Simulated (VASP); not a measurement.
Here is a VASP 6.6.1 calculation.

INCAR

```
SYSTEM = Ca
PREC = Accurate
ENCUT = 520
EDIFF = 1E-6
ISMEAR = 0
SIGMA = 0.1
LREAL = .False.
LASPH = .True.
NELM = 100
ALGO = Fast
ISIF = 2
LWAVE = .False.
LCHARG = .False.
GGA = PS
NBANDS = 11
```

KPOINTS

```
regular mesh
0
Gamma
  12 12 12
  0 0 0
```

POSCAR

```
Ca
1.0
   -0.0373863960      2.8064385960      2.8083945360
    2.7710081400      0.0000000000      2.7710081400
    2.7895057440      2.7875498040     -0.0184976040
Ca
1
Direct
    0.0000000000      0.0000000000      0.0000000000
```

Potentials or basis: VASP PAW PBE potentials, release 64 (Ca_sv).

Command:

```console
$ cat potpaw_PBE.64/Ca_sv/POTCAR > POTCAR
$ mpirun -np 1 vasp_std > vasp.out
```

(1) Estimate the band gap on the k mesh.

(2) Predict the pressure.

Answers

(1) zero (bands 5 and 6 overlap by 0.47 eV).

(2) -1.2 GPa.

Caveat: the cell differs from its parent crystal (strained); the PAW data sets were made with another functional, which shifts forces and pressure a little.
